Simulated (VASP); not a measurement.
FeS2:

```
Fe S
1.0
     4.43896    0.00000    0.00000
     0.00000    5.40955    0.00000
     0.00000    0.00000    3.38952
Fe S
2 4
Direct
  0.50000 0.50000 0.50000
  0.00000 0.00000 0.00000
  0.29376 0.87518 0.50000
  0.70624 0.12482 0.50000
  0.20624 0.37518 0.00000
  0.79376 0.62482 0.00000
```

* Program: VASP 6.6.1
* Task: relaxation of cell and atoms
* Functional: LDA
* Potentials or basis: VASP PAW LDA potentials, release 64 (Fe, S)
* Cutoff: 600 eV
* k mesh: 6 × 4 × 8
* Occupations: fermi-dirac, width 0.02 eV
* Spin: no spin polarisation

At the start: pressure -10.5 GPa; volume 13.57 Å³/atom.

Question: How do energy, volume and symmetry change on relaxing?

Answer: Over 10 steps the energy falls by 29.5 meV/atom and the volume is 12.72 Å³/atom (-6.2 %); space group Pnnm (No. 58, to 0.1 Å) before and after.

Step by step:
| step | energy change (eV) | largest force (eV/Å) | pressure (GPa) | volume (Å³) |
| --- | --- | --- | --- | --- |
| 1 | 0.0000 | 0.1596 | -10.46 | 81.39 |
| 2 | 0.0424 | 0.2637 | 14.92 | 71.40 |
| 3 | -0.1762 | 0.0489 | -0.14 | 76.41 |
| 4 | -0.1763 | 0.0503 | 0.08 | 76.32 |
| 5 | -0.1770 | 0.0129 | 0.10 | 76.29 |
| 6 | -0.1770 | 0.0095 | 0.09 | 76.28 |
| 7 | -0.1771 | 0.0065 | -0.07 | 76.35 |
| 8 | -0.1771 | 0.0073 | -0.02 | 76.33 |
| 9 | -0.1771 | 0.0072 | -0.03 | 76.33 |
| 10 | -0.1771 | 0.0022 | -0.01 | 76.32 |

Final structure:
```xyz
6
Lattice="4.3366 0.0000 0.0000 0.0000 5.2985 0.0000 0.0000 0.0000 3.3217" Properties=species:S:1:pos:R:3 pbc="T T T"
Fe    2.1683    2.6492    1.6609
Fe    0.0000    0.0000    0.0000
S     1.2710    4.6332    1.6609
S     3.0656    0.6653    1.6609
S     0.8973    1.9839    0.0000
S     3.4393    3.3146    0.0000
```
